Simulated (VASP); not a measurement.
Input of a VASP 6.6.1 run:

INCAR

```
ALGO     = Normal         # electronic algorithm
EDIFF    = 1E-8           # SCF threshold, eV
ENCUT    = 520            # plane-wave cutoff, eV
GGA      = CA             # functional
ISIF     = 2              # what is computed and relaxed
ISMEAR   = -1             # smearing method
LASPH    = True           # aspherical terms in the spheres
LCHARG   = False          # write CHGCAR
LEFG     = True         
LREAL    = False          # projectors in reciprocal space
LWAVE    = False          # write WAVECAR
NBANDS   = 16             # bands
NELM     = 80             # most SCF steps
PREC     = Accurate       # precision mode
SIGMA    = 0.05           # smearing width, eV
```

File KPOINTS:

```
k-points
0
Gamma
  11 11 11
```

Contents of POSCAR:

```
InP
1.0
    0.0000000000      2.8358383488      2.8358383488
    2.8358383488      0.0000000000      2.8358383488
    2.8358383488      2.8358383488      0.0000000000
In P
1 1
Direct
    0.0000000000      0.0000000000      0.0000000000
    0.5000000000      0.5000000000      0.5000000000
```

Potentials or basis: VASP PAW LDA potentials, release 64 (In_d, P).

Run with:

```bash
$ cat potpaw_LDA.64/In_d/POTCAR potpaw_LDA.64/P/POTCAR > POTCAR
$ mpirun -np 1 vasp_std > vasp.out
```

(1) What does it give for the band gap on the k mesh?

(2) What does it give for the pressure?

Answers

(1) zero (bands 9 and 10 overlap by 2.40 eV).

(2) -8.8 GPa.

Caveat: the cell stands under tension; spin-orbit coupling is left out, which moves the levels of the heavy elements.
